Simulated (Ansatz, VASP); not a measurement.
One calculation of Mo, two programs

```
Mo
1.0
     3.56363    0.00000    0.00000
    -1.78182    3.08619    0.00000
     0.00000    0.00000    5.87999
Mo
4
Direct
  0.33333 0.66667 0.43750
  0.66667 0.33333 0.93750
  0.66667 0.33333 0.56250
  0.33333 0.66667 0.06250
```

Alike in both runs: task single point; functional r2SCAN; k mesh 6 × 6 × 4; occupations gaussian, width 0.1 eV; no spin polarisation.

```csv
,VASP,Ansatz
version,VASP 6.6.1,Ansatz 0.2.0
potentials or method,"VASP PAW PBE potentials, release 64 (Mo_sv), cutoff 520 eV","scalar-relativistic, plane waves, PAW"
valence electrons in the cell,56,56
```

|  | VASP | Ansatz | Ansatz less VASP |
| --- | --- | --- | --- |
| gap on the k mesh at the Fermi level (eV) | none | none | - |
| rms of the force components (eV/Å) | 0.990 | 0.958 | -0.0314 |

VASP's potentials were made for PBE, not for r2SCAN. Atom by atom the forces differ by 0.031 eV/Å (rms over components). A gap of «none» marks a metal or a gap that the smearing closes. With one functional, cell and mesh, what is left measures potentials, basis and numerics.
